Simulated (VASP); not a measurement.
A run of VASP 6.6.1 is set up as follows.

POSCAR

```
CdSe
1.0
    0.0000000000      3.0287759606      3.0287759606
    3.0287759606      0.0000000000      3.0287759606
    3.0287759606      3.0287759606      0.0000000000
Cd Se
1 1
Direct
    0.0000000000      0.0000000000      0.0000000000
    0.2500000000      0.2500000000      0.2500000000
```

Contents of INCAR.step1:

```
SYSTEM = CdSe
ALGO = Normal
EDIFF = 1E-5
ENCUT = 520
GGA = PE
ISIF = 2
ISMEAR = -1
LASPH = .True.
LREAL = .False.
LWAVE = .True.
NBANDS = 16
NELM = 100
PREC = Accurate
SIGMA = 0.05
```

INCAR.step2

```
SYSTEM = CdSe
AEXX = 0.25
ALGO = Normal
EDIFF = 1E-6
ENCUT = 520
ISIF = 2
ISMEAR = -1
ISTART = 1
LASPH = .True.
LCHARG = .True.
LELF = .True.
LHFCALC = .True.
LMIXTAU = .True.
LREAL = .False.
LVHAR = .True.
LWAVE = .False.
METAGGA = R2SCAN
NBANDS = 16
NELM = 100
PREC = Accurate
PRECFOCK = Normal
SIGMA = 0.05
```

KPOINTS

```
k-points
0
Gamma
  4 4 4
  0 0 0
```

Potentials or basis: VASP PAW PBE potentials, release 64 (Cd, Se).

The run is started by

```sh
$ cat potpaw_PBE.64/Cd/POTCAR potpaw_PBE.64/Se/POTCAR > POTCAR
$ cp INCAR.step1 INCAR
$ mpirun -np 1 vasp_std > vasp.out
$ cp INCAR.step2 INCAR
$ mpirun -np 1 vasp_std > vasp.out
```

(1) What does it give for the pressure?

(2) What does it give for the band gap on the k mesh?

Answers

(1) 1.7 GPa.

(2) 2.57 eV.

Caveat: the k points lie up to 0.45 Å⁻¹ apart; the PAW data sets were made with another functional, which shifts forces and pressure a little.
